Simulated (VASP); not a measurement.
# Al24N25 (a cell with a defect) in VASP: single point with PBE

Aim: the single point of Al24N25 (a cell with a defect) with PBE.

All numbers are computed with VASP 6.6.1; they aren't measurements. Logs are shortened: lines on timing, memory, paths and dates and some standing lists are left out, and cuts for length are marked.

## 1. The cell of the first run

The cell holds a defect, 49 atoms: a = 8.023 Å, b = 8.023 Å, c = 8.023 Å, α = 85.02°, β = 85.02°, γ = 85.02°.

## 2. Single point, PBE, collinear spin

INCAR reads:

```
PREC     = Accurate       # precision mode
ENCUT    = 520            # plane-wave cutoff, eV
EDIFF    = 1E-6           # SCF threshold, eV
ISMEAR   = 0              # smearing method
SIGMA    = 0.01           # smearing width, eV
LREAL    = Auto         
LASPH    = T              # aspherical terms in the spheres
NELM     = 150            # most SCF steps
ALGO     = Normal         # electronic algorithm
ISIF     = 2              # what is computed and relaxed
LWAVE    = F              # write WAVECAR
LCHARG   = F              # write CHGCAR
ISPIN    = 2              # spin polarisation
MAGMOM   = 0 0 0 0 0 0 0 0.1 0 0.1 0.1 0 0.1 0 0 0 0.1 0 0.1 0 0 0 0 0 0 0 0 0 0 0 0 0 0 0 0 0 0 0 0 0 0 0 0 0.1 0.1 0 0.1 0 0.1 # initial moments
LORBIT   = 11             # projections on sites
GGA      = PE             # functional
NBANDS   = 132            # bands
NELECT   = 199.0        
KPAR     = 2            
NCORE    = 2
```

KPOINTS reads:

```
regular mesh
0
Gamma
  2 2 2
```

POSCAR reads:

```
Al24N25
1.0
    6.2604168406      0.0000000000     -5.0180433216
   -3.1302084203     -5.4216800222     -5.0180433216
   -3.1302084203      5.4216800222     -5.0180433216
Al N
24 25
Direct
    0.1651705144      0.3410255766      0.0025176836
    0.3323736165      0.5076505584      0.6671797579
    0.0025176836      0.1651705144      0.3410255766
    0.8310511066      0.4805368378      0.1722769993
    0.4805368378      0.1722769993      0.8310511066
    0.6671797579      0.3323736165      0.5076505584
    0.3410255766      0.0025176836      0.1651705144
   -0.0028326130      0.6754114447      0.8346587113
    0.1722769993      0.8310511066      0.4805368378
    0.6754114447      0.8346587113     -0.0028326130
    0.8346587113     -0.0028326130      0.6754114447
    0.5076505584      0.6671797579      0.3323736165
    0.8357178438      0.1478856335     -0.0053669901
    0.0015886771      0.3398975468      0.6689293028
    0.6689293028      0.0015886771      0.3398975468
    0.5020449065      0.3301842388      0.1686033667
    0.1478856335     -0.0053669901      0.8357178438
    0.3301842388      0.1686033667      0.5020449065
   -0.0053669901      0.8357178438      0.1478856335
    0.6707899207      0.4982734984      0.8383715284
    0.8383715284      0.6707899207      0.4982734984
    0.3398975468      0.6689293028      0.0015886771
    0.4982734984      0.8383715284      0.6707899207
    0.1686033667      0.5020449065      0.3301842388
    0.0451825120      0.2252292804      0.8714782600
    0.2070980885      0.3788050760      0.5384674585
    0.8714782600      0.0451825120      0.2252292804
    0.7058915341      0.3585784117      0.0403152632
    0.3585784117      0.0403152632      0.7058915341
    0.5384674585      0.2070980885      0.3788050760
    0.2252292804      0.8714782600      0.0451825120
    0.8720950223      0.5426653787      0.7041691249
    0.0403152632      0.7058915341      0.3585784117
    0.5426653787      0.7041691249      0.8720950223
    0.7041691249      0.8720950223      0.5426653787
    0.3788050760      0.5384674585      0.2070980885
    0.0428296188      0.3692564752      0.2124078059
    0.2073268999      0.5483762521      0.8747959645
    0.8747959645      0.2073268999      0.5483762521
    0.7086185236      0.5349440747      0.3771671450
    0.3692564752      0.2124078059      0.0428296188
    0.5349440747      0.3771671450      0.7086185236
    0.2124078059      0.0428296188      0.3692564752
    0.8609523348      0.6744739577      0.0434433133
    0.0434433133      0.8609523348      0.6744739577
    0.5483762521      0.8747959645      0.2073268999
    0.6744739577      0.0434433133      0.8609523348
    0.3771671450      0.7086185236      0.5349440747
    0.9420481125      0.9420481125      0.9420481125
```

Potentials or basis: VASP PAW PBE potentials, release 64 (Al, N).

Started as:

```bash
> cat potpaw_PBE.64/Al/POTCAR potpaw_PBE.64/N/POTCAR > POTCAR
> mpirun -np 4 vasp_std > vasp.out
```

OUTCAR:

```text
PREC = Accurate
   ENCUT = 520
   EDIFF = 1E-6
   ISMEAR = 0
   LREAL = Auto
   LASPH = T
   NELM = 150
   ISIF = 2
   ISPIN = 2
   LORBIT = 11
   GGA = PE
   NELECT = 199.0

 ion  position               nearest neighbor table
   1  0.165  0.341  0.003-  25 1.84  37 1.90  41 1.90  38 1.92  24 3.03   5 3.04   4 3.07  14 3.08
                            22 3.09  16 3.11   2 3.14   8 3.14   3 3.18   7 3.18  13 3.19  17 3.21
   2  0.332  0.508  0.667-  42 1.89  48 1.90  38 1.91  26 1.92  23 3.07  14 3.08   5 3.08  22 3.09
                            24 3.11   9 3.12  18 3.13  20 3.14   1 3.14  12 3.15   6 3.15   8 3.15
   3  0.003  0.165  0.341-  27 1.84  43 1.90  37 1.90  39 1.92  18 3.03   4 3.04   9 3.07  15 3.08
                            14 3.09  24 3.11   6 3.14  11 3.14   1 3.18   7 3.18  19 3.19  13 3.21
   4  0.831  0.481  0.172-  44 1.81  37 1.89  28 1.90  40 1.90  16 3.00   3 3.04  20 3.06   1 3.07
                             6 3.08  24 3.11  12 3.12  13 3.13  21 3.15  19 3.22   8 3.25  10 3.26
   5  0.481  0.172  0.831-  47 1.81  41 1.89  29 1.90  42 1.90  18 3.00   1 3.04  23 3.06   7 3.07
                             2 3.08  16 3.11   6 3.12  17 3.13  20 3.15  13 3.22  10 3.25  11 3.26
   6  0.667  0.332  0.508-  40 1.89  42 1.90  39 1.91  30 1.92  20 3.07  15 3.08   4 3.08  14 3.09
                            18 3.11   5 3.12  16 3.13  21 3.14   3 3.14  12 3.15   2 3.15  11 3.15
   7  0.341  0.003  0.165-  31 1.84  41 1.90  43 1.90  46 1.92  16 3.03   9 3.04   5 3.07  22 3.08
                            15 3.09  18 3.11  12 3.14  10 3.14   1 3.18   3 3.18  17 3.19  19 3.21
   8  0.997  0.675  0.835-  44 1.92  45 1.92  38 1.93  32 1.95  49 2.37  19 2.92  17 2.93  11 3.02
                            10 3.02  20 3.08  21 3.09  14 3.10   1 3.14   2 3.15  22 3.16   4 3.25
   9  0.172  0.831  0.481-  45 1.81  43 1.89  33 1.90  48 1.90  24 3.00   7 3.04  21 3.06   3 3.07
[... 53 lines left out ...]
  47  0.674  0.043  0.861-   5 1.81  10 1.92  11 1.92  13 2.03
  48  0.377  0.709  0.535-  12 1.89   2 1.90   9 1.90  23 1.94
  49  0.942  0.942  0.942-  19 1.86  17 1.86  13 1.86  11 2.37  10 2.37   8 2.37

  LATTYP: Found a trigonal (rhomboedric) cell.
 ALAT       =     8.0233146389
 COS(alpha) =     0.0867490896

  Lattice vectors:

 A1 = (   6.2604168406,   0.0000000000,  -5.0180433216)
 A2 = (  -3.1302084203,  -5.4216800222,  -5.0180433216)
 A3 = (  -3.1302084203,   5.4216800222,  -5.0180433216)

Analysis of symmetry for initial positions (statically):
=====================================================================
 Subroutine PRICEL returns:
 Original cell was already a primitive cell.

 Routine SETGRP: Setting up the symmetry group for a
 trigonal (rhombohedral) supercell.

 Subroutine GETGRP returns: Found  3 space group operations
 (whereof  3 operations were pure point group operations)
 out of a pool of 12 trial point group operations.

The static configuration has the point symmetry C_3 .

Analysis of symmetry for dynamics (positions and initial velocities):
[... 249 lines left out ...]
 val. band max:        7.6097627511   @ k =   0.5000   0.5000   0.0000
 cond. band min:       8.1457385254   @ k =   0.0000   0.0000   0.0000
 fundamental gap:      0.5359757743
 Fermi energy:         7.6885188730

 spin component 1

 k-point     1 :       0.0000    0.0000    0.0000
  band No.  band energies     occupation
      1      -9.2148      1.00000
      2      -8.2798      1.00000
      3      -7.8180      1.00000
      4      -7.7998      1.00000
      5      -7.7998      1.00000
      6      -7.7525      1.00000
[... 445 lines left out ...]
    110      12.5573      0.00000
    111      12.5721      0.00000
 Fermi energy:         7.6885188730

 spin component 2

 k-point     1 :       0.0000    0.0000    0.0000
  band No.  band energies     occupation
      1      -9.1431      1.00000
      2      -8.0619      1.00000
      3      -7.8071      1.00000
      4      -7.7901      1.00000
      5      -7.7901      1.00000
      6      -7.7399      1.00000
[... 445 lines left out ...]
    110      12.5777      0.00000
    111      12.5777      0.00000
 [bands above 111 left out]

------------------------ aborting loop because EDIFF is reached ----------------------------------------

  FORCE on cell =-STRESS in cart. coord.  units (eV):
  Direction    XX          YY          ZZ          XY          YZ          ZX
  --------------------------------------------------------------------------------------
  -------------------------------------------------------------------------------------
  Total       30.8199045     30.8199045     33.3962239      0.0000000      0.0000000      0.0000000
  in kB       96.6382542     96.6382542    104.7165081      0.0000000      0.0000000      0.0000000
  external PRESSURE =      99.3310055 kB  Pullay stress =       0.0000000 kB

 VOLUME and BASIS-vectors are now :
 -----------------------------------------------------------------------------
  energy-cutoff  :      520.00
  volume of cell :      510.97
      direct lattice vectors                 reciprocal lattice vectors
     6.260416841  0.000000000 -5.018043322     0.106489182  0.000000000 -0.066426954
    -3.130208420 -5.421680022 -5.018043322    -0.053244591 -0.092222337 -0.066426954
    -3.130208420  5.421680022 -5.018043322    -0.053244591  0.092222337 -0.066426954

 POSITION                                       TOTAL-FORCE (eV/Angst)
 -----------------------------------------------------------------------------------
     -0.04133     -1.83528     -2.55275         0.000145      0.003450     -0.000630
     -1.59667      0.86492     -7.56321        -0.000828     -0.000051      0.000928
     -1.56874      0.95343     -2.55275         0.002915     -0.001850     -0.000630
      3.15928     -1.67129     -7.44610         0.002961     -0.000898      0.000701
     -0.13227      3.57166     -7.44610        -0.000702      0.003014      0.000701
      1.54737      0.95030     -7.56321         0.000370      0.000742      0.000928
[... 41 lines left out ...]
     -1.53139     -0.94161     -8.13289        -0.002900     -0.001273      0.000964
      0.00000      0.00000    -14.18171         0.000000      0.000000      0.005916
 -----------------------------------------------------------------------------------
    total drift:                                0.000000     -0.000000      0.018222

  FREE ENERGIE OF THE ION-ELECTRON SYSTEM (eV)
  ---------------------------------------------------
  free  energy   TOTEN  =      -342.7875859274 eV

  energy  without entropy=     -342.7875859274  energy(sigma->0) =     -342.78758593

 total charge

# of ion       s       p       d       tot
------------------------------------------
    1        0.374   0.451   0.000   0.824
    2        0.370   0.438   0.000   0.808
    3        0.374   0.451   0.000   0.824
    4        0.381   0.462   0.000   0.844
    5        0.381   0.462   0.000   0.844
    6        0.370   0.438   0.000   0.808
[... 41 lines left out ...]
   48        1.223   2.634   0.000   3.857
   49        1.293   2.590   0.000   3.884
--------------------------------------------------
tot         39.584  76.299   0.000 115.883

 magnetization (x)

# of ion       s       p       d       tot
------------------------------------------
    1        0.000   0.000   0.000   0.000
    2        0.000   0.000   0.000   0.000
    3        0.000   0.000   0.000   0.000
    4        0.002   0.006   0.000   0.008
    5        0.002   0.006   0.000   0.008
    6        0.000   0.000   0.000   0.000
[... 41 lines left out ...]
   48        0.000   0.002   0.000   0.002
   49        0.015   0.395   0.000   0.410
--------------------------------------------------
tot          0.042   0.695   0.000   0.736
```

Wall time 2.6 min (4 MPI ranks of Intel Xeon Platinum 8488C (Sapphire Rapids), shared host); peak memory 0.51 GiB.

What came out:

```yaml
Free_energy: -342.7876 eV
Largest_force: 0.012 eV/Å
Net_moment: 1.00 μB per cell
Site_moments: Al +0.00, +0.01, -0.00; N +0.03, +0.00, +0.06, +0.41 μB
Valence_electrons_inside_the_program's_atomic_spheres: Al 0.82, 0.81, 0.84, 0.78, 0.77, 0.83, 0.79; N 3.86, 3.85, 3.88
```

Forces in eV/Å, atoms in the order of the input:
```
Al   0.000  0.003 -0.001
Al  -0.001  0.000  0.001
Al   0.003 -0.002 -0.001
Al   0.003 -0.001  0.001
Al  -0.001  0.003  0.001
Al   0.000  0.001  0.001
Al  -0.003 -0.002 -0.001
Al  -0.001  0.000 -0.007
Al  -0.002 -0.002  0.001
Al   0.000  0.000 -0.007
Al   0.000  0.001 -0.007
Al   0.000 -0.001  0.001
Al  -0.009  0.002 -0.008
Al   0.000  0.000  0.004
Al   0.000  0.000  0.004
Al  -0.004 -0.002  0.002
Al   0.003 -0.008 -0.008
Al   0.004 -0.002  0.002
Al   0.006  0.007 -0.008
Al   0.002 -0.005  0.003
Al  -0.005  0.001  0.003
Al   0.000  0.000  0.004
Al   0.003  0.004  0.003
Al   0.000  0.004  0.002
N    0.000 -0.001  0.004
N    0.000  0.000  0.000
N    0.000  0.001  0.004
N   -0.001  0.000 -0.002
N    0.000 -0.001 -0.002
N    0.000  0.000  0.000
N    0.001  0.000  0.004
N    0.002  0.000  0.005
N    0.001  0.000 -0.002
N   -0.001  0.002  0.005
N   -0.001 -0.002  0.005
N    0.000  0.000  0.000
N   -0.002 -0.001 -0.001
N    0.003  0.003 -0.002
N    0.001 -0.004 -0.002
N    0.003 -0.002  0.001
N    0.001 -0.001 -0.001
N    0.000  0.003  0.001
N    0.001  0.002 -0.001
N    0.000 -0.009 -0.002
N   -0.007  0.004 -0.002
N   -0.004  0.001 -0.002
N    0.007  0.004 -0.002
N   -0.003 -0.001  0.001
N    0.000  0.000  0.006
```

Levels at points of the mesh, in eV from the Fermi level:
Spin up:
| k point | band 98 | band 99 | band 100 | band 101 | band 102 | band 103 |
| --- | --- | --- | --- | --- | --- | --- |
| (0.00, 0.00, 0.00) | -0.58 | -0.35 | -0.35 | 2.49 | 3.86 | 3.91 |
| (0.50, 0.00, 0.00) | -0.54 | -0.42 | -0.28 | 3.67 | 3.71 | 3.83 |
| (0.50, 0.50, 0.00) | -0.54 | -0.44 | -0.28 | 3.67 | 3.79 | 3.84 |
| (0.50, 0.50, 0.50) | -0.56 | -0.32 | -0.32 | 3.53 | 3.62 | 3.65 |
Spin down:
```csv
k point,band 95,band 96,band 97,band 98,band 99,band 100,band 101,band 102,band 103,band 104
"(0.00, 0.00, 0.00)",-1.75,-1.75,-1.44,-0.13,-0.13,0.46,2.50,3.89,3.92,3.92
"(0.50, 0.00, 0.00)",-1.86,-1.84,-1.64,-0.21,-0.08,0.50,3.68,3.72,3.84,4.03
"(0.50, 0.50, 0.00)",-1.91,-1.88,-1.78,-0.23,-0.08,0.51,3.67,3.80,3.85,3.89
"(0.50, 0.50, 0.50)",-1.92,-1.90,-1.90,-0.12,-0.12,0.47,3.55,3.63,3.65,3.65
```

Caveat: the cell carries a net charge on a neutralising background, which shifts energy and pressure; the cell is charged against a uniform background, so pressure and absolute levels hang on convention.
